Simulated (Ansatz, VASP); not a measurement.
Ag: VASP beside Ansatz

```
Ag
1.0
     0.00000    2.05190    2.05190
     2.05190    0.00000    2.05190
     2.05190    2.05190    0.00000
Ag
1
Cartesian
  0.0000 0.0000 0.0000
```

Alike in both runs: task single point; functional r2SCAN; k mesh 13 × 13 × 13; occupations gaussian, width 1 eV; no spin polarisation.

|  | VASP | Ansatz |
| --- | --- | --- |
| version | VASP 6.6.1 | Ansatz 0.2.0 |
| potentials or method | VASP PAW PBE potentials, release 64 (Ag), cutoff 520 eV | plane waves (500 eV) with PAW, scalar-relativistic |
| valence electrons in the cell | 11 | 19 |

Ansatz gave:

* pressure (GPa): 0.4

Which values does VASP return?

Pressure (GPa): 0.5.

VASP's potentials were made for PBE, not for r2SCAN. With one functional, cell and mesh, what is left measures potentials, basis and numerics. VASP's potentials hold 11 valence electrons a cell and Ansatz's 19, so a difference there can come from the potentials and not from the codes.
